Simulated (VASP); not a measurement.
# Al2O3 (Pnnm) in VASP: notebook, part 2 of 2

VASP 6.6.1.

### 3 Relaxation of cell and atoms, PBE+D3(BJ)

This run uses another cell than the first one, of 13.77 Å³/atom.

File INCAR:

```
  PREC = Accurate
  ENCUT = 600
  EDIFF = 1E-7
  ISMEAR = -1
  SIGMA = 0.05
  LREAL = F
  LASPH = T
  NELM = 100
  ALGO = Normal
  ISIF = 3
  LWAVE = F
  LCHARG = F
  GGA = PE
  IVDW = 12
  IBRION = 2
  NSW = 60
  EDIFFG = -0.01
  LUSENCCL = F
```

File KPOINTS:

```
Automatic mesh
0
Gamma
  6 3 9
```

File POSCAR:

```
Al2O3
1.0
    4.6137770000      0.0000000000      0.0000000000
    0.0000000000      9.5632790000      0.0000000000
    0.0000000000      0.0000000000      3.1198620000
Al O
4 6
Direct
    0.9829750000      0.8245730000      0.0000000000
    0.0170250000      0.1754270000      0.0000000000
    0.4829750000      0.6754270000      0.5000000000
    0.5170250000      0.3245730000      0.5000000000
    0.5000000000      0.5000000000      0.5000000000
    0.1236350000      0.7530500000      0.5000000000
    0.3763650000      0.2530500000      0.0000000000
    0.6236350000      0.7469500000      0.0000000000
    0.0000000000      0.0000000000      0.0000000000
    0.8763650000      0.2469500000      0.5000000000
```

Potentials or basis: VASP PAW PBE potentials, release 64 (Al, O).

Started as:

```
$ cat potpaw_PBE.64/Al/POTCAR potpaw_PBE.64/O/POTCAR > POTCAR
$ mpirun -np 1 vasp_std > vasp.out
```

Wall time 64 min (1 × NVIDIA H100 80GB with 1 thread of AMD EPYC 7R13 (Zen 3), shared host); peak memory 1.4 GiB.

The run converged. Its results:

- Free energy: -75.5075 eV
- Relaxed volume: 13.12 Å³/atom
- Relaxed cell: a = 4.537 Å, b = 9.605 Å, c = 3.011 Å, α = 90.00°, β = 90.00°, γ = 90.00°
- Space group after relaxing (to 0.1 Å): Pnnm (No. 58)
- Energy gained by relaxing: 22.5 meV/atom
- Ionic steps: 53
- Pressure after relaxing: 0.0 GPa
- Largest force after relaxing: 0.007 eV/Å
- Band gap on the k mesh: 3.50 eV
- Dispersion energy per atom: -0.149 eV

Forces on the atoms (eV/Å):
```
Al   0.001 -0.004  0.000
Al  -0.001  0.004  0.000
Al   0.001  0.004  0.000
Al  -0.001 -0.004  0.000
O    0.000  0.000  0.000
O    0.007 -0.001  0.000
O   -0.007 -0.001  0.000
O    0.007  0.001  0.000
O    0.000  0.000  0.000
O   -0.007  0.001  0.000
```

Stress tensor (GPa, compression positive):
```
 0.04  0.00  0.00
 0.00 -0.09  0.00
 0.00  0.00  0.03
```

Step by step:
| step | energy change (eV) | largest force (eV/Å) | pressure (GPa) | volume (Å³) |
| --- | --- | --- | --- | --- |
| 1 | 0.0000 | 0.1925 | -1.99 | 137.66 |
| 3 | -0.0428 | 0.2485 | 0.81 | 134.83 |
| 5 | -0.0626 | 0.2698 | 0.95 | 134.99 |
| 7 | -0.0701 | 0.0941 | -0.14 | 135.86 |
| 9 | -0.0791 | 0.1898 | -0.12 | 136.15 |
| 11 | -0.0843 | 0.0563 | 0.00 | 136.15 |
| 13 | -0.0853 | 0.1384 | -0.08 | 136.16 |
| 15 | -0.0860 | 0.1308 | -0.04 | 136.14 |
| 17 | -0.0890 | 0.1002 | 0.10 | 136.06 |
| 19 | -0.0940 | 0.1205 | 0.64 | 135.74 |
| 21 | -0.0982 | 0.1336 | 0.23 | 136.18 |
| 23 | -0.0997 | 0.1953 | -0.19 | 136.65 |
| 25 | -0.1101 | 0.1757 | -0.24 | 136.99 |
| 27 | -0.1440 | 0.2008 | -1.16 | 138.55 |
| 29 | -0.1480 | 0.2663 | -1.57 | 138.95 |
| 31 | -0.1614 | 0.1173 | -1.14 | 138.56 |
| 33 | -0.1768 | 0.5281 | -0.08 | 136.81 |
| 35 | -0.1839 | 0.3407 | -0.19 | 136.90 |
| 37 | -0.1741 | 0.3547 | -1.75 | 134.32 |
| 39 | -0.1960 | 0.0801 | -0.62 | 135.64 |
| 41 | -0.2056 | 0.1222 | 0.01 | 134.40 |
| 43 | -0.2119 | 0.2354 | 0.87 | 132.36 |
| 45 | -0.2197 | 0.0484 | 0.17 | 130.56 |
| 47 | -0.2230 | 0.0630 | 0.04 | 131.27 |
| 49 | -0.2242 | 0.0461 | -0.14 | 131.37 |
| 51 | -0.2245 | 0.0440 | -0.15 | 131.37 |
| 53 | -0.2249 | 0.0074 | -0.01 | 131.21 |

Final structure:
```yaml
crystal:
  lattice:
    - [4.53704, 0.00000, 0.00000]
    - [0.00000, 9.60484, 0.00000]
    - [0.00000, 0.00000, 3.01088]
  atoms:
    - { symbol: Al, position: [0.11918, 0.83427, 0.00000] }
    - { symbol: Al, position: [0.88082, 0.16573, 0.00000] }
    - { symbol: Al, position: [0.61918, 0.66573, 0.50000] }
    - { symbol: Al, position: [0.38082, 0.33427, 0.50000] }
    - { symbol: O, position: [0.50000, 0.50000, 0.50000] }
    - { symbol: O, position: [0.31243, 0.78681, 0.50000] }
    - { symbol: O, position: [0.18757, 0.28681, 0.00000] }
    - { symbol: O, position: [0.81243, 0.71319, 0.00000] }
    - { symbol: O, position: [0.00000, 0.00000, 0.00000] }
    - { symbol: O, position: [0.68757, 0.21319, 0.50000] }
```

Levels at points of the mesh, in eV from the valence-band top:
| k point | band 22 | band 23 | band 24 | band 25 | band 26 | band 27 |
| --- | --- | --- | --- | --- | --- | --- |
| (0.00, 0.00, 0.00) | -0.61 | -0.06 | 0.00 | 3.50 | 5.30 | 6.11 |
| (0.50, 0.00, 0.00) | -0.98 | -0.02 | -0.02 | 6.00 | 6.00 | 6.74 |

A k mesh can miss the band edges.

### 4 Single point, BLYP

This run uses another cell than the first one, of 13.77 Å³/atom.

File INCAR:

```
AGGAC    = 1.0          
AGGAX    = 1.0          
ALDAC    = 0.0          
ALDAX    = 1.0          
ALGO     = Normal         # electronic algorithm
EDIFF    = 1E-7           # SCF threshold, eV
ENCUT    = 520            # plane-wave cutoff, eV
GGA      = B5             # functional
ISIF     = 2              # what is computed and relaxed
ISMEAR   = -1             # smearing method
LASPH    = T              # aspherical terms in the spheres
LCHARG   = F              # write CHGCAR
LREAL    = F              # projectors in reciprocal space
LWAVE    = F              # write WAVECAR
NBANDS   = 35             # bands
NELM     = 100            # most SCF steps
PREC     = Accurate       # precision mode
SIGMA    = 0.05           # smearing width, eV
```

File KPOINTS:

```
k-points
0
Gamma
  6 3 9
```

POSCAR is that of step 3.

Started as:

```
$ cat potpaw_PBE.64/Al/POTCAR potpaw_PBE.64/O/POTCAR > POTCAR
$ mpirun -np 1 vasp_std > vasp.out
```

Run time: 2.9 min. Hardware: 1 thread of Intel Xeon Platinum 8375C at 2.90GHz (Ice Lake), shared host; peak memory 0.31 GiB.

It converged, with:

```yaml
Free_energy: -71.3579 eV
Pressure: 2.0 GPa
Largest_force: 0.205 eV/Å
Band_gap_on_the_k_mesh: 3.62 eV
```

Forces in eV/Å, atoms in the order of the input:
```
Al  -0.077 -0.074  0.000
Al   0.077  0.074  0.000
Al  -0.077  0.074  0.000
Al   0.077 -0.074  0.000
O    0.000  0.000  0.000
O    0.175 -0.106  0.000
O   -0.175 -0.106  0.000
O    0.175  0.106  0.000
O    0.000  0.000  0.000
O   -0.175  0.106  0.000
```

Stress tensor (GPa, compression positive):
```
 3.20  0.00  0.00
 0.00  3.77  0.00
 0.00  0.00 -0.96
```

Levels at points of the mesh, in eV from the valence-band top:
```
           k point  band 21  band 22  band 23  band 24  band 25  band 26  band 27  band 28
(0.00, 0.00, 0.00)    -1.04    -0.53    -0.06     0.00     3.62     5.18     6.24     7.01
(0.50, 0.00, 0.00)    -0.88    -0.88    -0.02    -0.02     6.09     6.09     6.63     6.63
```

Caveat: the PAW data sets were made with another functional, which shifts forces and pressure a little. A k mesh can miss the band edges.

### 5 Single point, RPBE+D4

This run uses another cell than the first one, of 12.52 Å³/atom.

File INCAR:

```
  ALGO = Normal
  EDIFF = 1E-6
  ENCUT = 520
  GGA = RP
  ISIF = 2
  ISMEAR = -1
  IVDW = 13
  LASPH = True
  LCHARG = False
  LREAL = False
  LWAVE = False
  NBANDS = 35
  NELM = 80
  PREC = Accurate
  SIGMA = 0.05
```

KPOINTS is that of step 4.

File POSCAR:

```
Al2O3
1.0
    4.3848346256      0.0000000000      0.0000000000
    0.0000000000      9.4694227367      0.0000000000
    0.0000000000      0.0000000000      3.0142720128
Al O
4 6
Direct
    1.1598105927      0.8384593078      0.0000000000
   -0.1598105927      0.1615406922      0.0000000000
    0.6598105927      0.6615406922      0.5000000000
    0.3401894073      0.3384593078      0.5000000000
    0.5000000000      0.5000000000      0.5000000000
    0.3662863407      0.7974930873      0.5000000000
    0.1337136593      0.2974930873      0.0000000000
    0.8662863407      0.7025069127      0.0000000000
    0.0000000000      0.0000000000      0.0000000000
    0.6337136593      0.2025069127      0.5000000000
```

Started as:

```
$ cat potpaw_PBE.64/Al/POTCAR potpaw_PBE.64/O/POTCAR > POTCAR
$ mpirun -np 1 vasp_std > vasp.out
```

It took 1.9 min on 1 thread of Intel Xeon Platinum 8375C at 2.90GHz (Ice Lake), shared host; peak memory 0.29 GiB.

It converged, with:

* Free energy: -74.5482 eV
* Pressure: -0.5 GPa
* Largest force: 0.019 eV/Å
* Band gap on the k mesh: 3.69 eV
* Dispersion energy per atom: -0.397 eV

Forces on the atoms (eV/Å):
```
Al   0.002 -0.006  0.000
Al  -0.002  0.006  0.000
Al   0.002  0.006  0.000
Al  -0.002 -0.006  0.000
O    0.000  0.000  0.000
O   -0.011 -0.015  0.000
O    0.011 -0.015  0.000
O   -0.011  0.015  0.000
O    0.000  0.000  0.000
O    0.011  0.015  0.000
```

Stress tensor (GPa, compression positive):
```
-0.45  0.00  0.00
 0.00 -0.46  0.00
 0.00  0.00 -0.54
```

Levels at points of the mesh, in eV from the valence-band top:
```csv
k point,band 21,band 22,band 23,band 24,band 25,band 26,band 27,band 28
"(0.00, 0.00, 0.00)",-1.15,-0.73,-0.06,0.00,3.69,5.61,6.00,6.91
"(0.50, 0.00, 0.00)",-0.88,-0.88,-0.03,-0.03,6.27,6.27,7.01,7.01
```

Caveat: the PAW data sets were made with another functional, which shifts forces and pressure a little. A k mesh can miss the band edges.

### 6 Summary

| task | level | cell | cutoff (eV) | gap on the mesh (eV) | pressure (GPa) | largest force (eV/Å) |
| --- | --- | --- | --- | --- | --- | --- |
| single point | PBE | a = 4.713, b = 9.704, c = 3.026 Å, 10 atoms, atomic positions A | 520 | 3.40 | 0.0 | 0.03 |
| relaxation of cell and atoms | PBE+D3(BJ) | relaxed from a = 4.614, b = 9.563, c = 3.120 Å, 10 atoms, atomic positions B | 600 | 3.50 | 0.0 | 0.01 |
| single point | BLYP | a = 4.614, b = 9.563, c = 3.120 Å, 10 atoms, atomic positions B | 520 | 3.62 | 2.0 | 0.20 |
| single point | RPBE+D4 | a = 4.385, b = 9.469, c = 3.014 Å, 10 atoms, atomic positions C | 520 | 3.69 | -0.5 | 0.02 |

Alike in all rows: potentials or basis VASP PAW PBE potentials, release 64 (Al, O); no spin polarisation; k mesh 6 × 3 × 9; smearing fermi-dirac 0.05 eV.

Caveats: the PAW data sets were made with another functional, which shifts forces and pressure a little (at least some runs).

Total energies depend on the potentials used, so only differences within one code and one set of settings carry meaning.
